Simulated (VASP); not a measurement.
A run of VASP 6.6.1:

File INCAR:

```
SYSTEM = CdF2
PREC = Accurate
ENCUT = 600
EDIFF = 1E-6
ISMEAR = 0
SIGMA = 0.02
LREAL = .False.
LASPH = .True.
NELM = 80
ALGO = Normal
ISIF = 3
LWAVE = .False.
LCHARG = .False.
GGA = PE
IBRION = 2
NSW = 100
EDIFFG = -0.01
```

Contents of KPOINTS:

```
Automatic mesh
0
Gamma
  8 8 8
  0 0 0
```

POSCAR

```
CdF2
1.0
    0.0000000000      2.7399284287      2.7399284287
    2.7399284287      0.0000000000      2.7399284287
    2.7399284287      2.7399284287      0.0000000000
Cd F
1 2
Direct
    0.0000000000      0.0000000000      0.0000000000
    0.2500000000      0.2500000000      0.2500000000
    0.7500000000      0.7500000000      0.7500000000
```

Potentials or basis: VASP PAW PBE potentials, release 64 (Cd, F).

Run with:

```bash
$ cat potpaw_PBE.64/Cd/POTCAR potpaw_PBE.64/F/POTCAR > POTCAR
$ mpirun -np 1 vasp_std > vasp.out
```

Hardware: 1 thread of AMD EPYC 7R13, with other jobs on the host.

**Question.** How long does it take, and how much memory?

**Answer.** Wall time 84 s on 1 thread of AMD EPYC 7R13, with other jobs on the host, peak memory 0.16 GiB. Counts: scf iterations 21, k points 29, ion steps 2.
